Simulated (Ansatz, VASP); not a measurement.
**H: VASP beside Ansatz**

INCAR

```
SYSTEM = H
PREC = Accurate
ENCUT = 500
EDIFF = 1E-6
ISMEAR = 0
SIGMA = 0.1
LREAL = .FALSE.
LASPH = .TRUE.
NELM = 120
ALGO = Normal
ISIF = 2
LWAVE = .FALSE.
LCHARG = .FALSE.
GGA = PE
NBANDS = 14
GGA_COMPAT = .FALSE.
```

Contents of KPOINTS:

```
Automatic mesh
0
G
  4 4 4
  0 0 0
```

File POSCAR:

```
H
1.0
    4.7294150686      0.0000000000      0.0000000000
   -0.0791751972      4.9144782062      0.0000000000
   -2.3053169529     -2.4731177066      5.0193075879
H
8
Direct
    0.8278782277      0.7905280197      0.5490147148
    0.9733399678      0.5128736415      0.0529958915
    0.0266600322      0.4871263585      0.9470041085
    0.1721217723      0.2094719803      0.4509852852
    0.6685468397      0.7061228310      0.4408959085
    0.5249687491      0.9967838262      0.9465259530
    0.4750312509      0.0032161738      0.0534740470
    0.3314531603      0.2938771690      0.5591040915
```

Input for Ansatz:

```yaml
crystal:
  lattice:
    - [4.7294150686, 0.0, 0.0]
    - [-0.0791751972, 4.9144782062, 0.0]
    - [-2.3053169529, -2.4731177066, 5.0193075879]
  atoms:
    - { symbol: H, position: [0.8278782277, 0.7905280197, 0.5490147148] }
    - { symbol: H, position: [0.9733399678, 0.5128736415, 0.0529958915] }
    - { symbol: H, position: [0.0266600322, 0.4871263585, 0.9470041085] }
    - { symbol: H, position: [0.1721217723, 0.2094719803, 0.4509852852] }
    - { symbol: H, position: [0.6685468397, 0.706122831, 0.4408959085] }
    - { symbol: H, position: [0.5249687491, 0.9967838262, 0.946525953] }
    - { symbol: H, position: [0.4750312509, 0.0032161738, 0.053474047] }
    - { symbol: H, position: [0.3314531603, 0.293877169, 0.5591040915] }
basis:
  ecutwfc: 420
kpoints:
  mp_grid: { grid: [4, 4, 4] }
hamiltonian:
  xc: pbe
scf:
  occupations: { method: gaussian, width: 0.1 }
  lower_state_search: "off"
output:
  forces: true
  stress: true
  eigenvalues: true
```

Change from the starting cell: the structure that the rattled fcc type (Fm-3m, No. 225) fell into.

Alike in both runs: task single point; functional PBE; k mesh 4 × 4 × 4; occupations gaussian, width 0.1 eV; no spin polarisation.

```csv
,VASP,Ansatz
version,VASP 6.6.1,Ansatz 0.2.0
potentials or method,"VASP PAW PBE potentials, release 64 (H), cutoff 500 eV","scalar-relativistic, plane waves, PAW"
valence electrons in the cell,8,8
```

```tsv
	VASP	Ansatz	Ansatz less VASP
gap on the k mesh at the Fermi level (eV)	9.28	9.28	+0.001
least direct gap on the mesh (eV)	9.63	9.63	+0.001
pressure (GPa)	-0.2	0.1	+0.23
rms of the force components (eV/Å)	0.122	0.123	+0.0008
```

Atom by atom the forces differ by 0.005 eV/Å (rms over components).
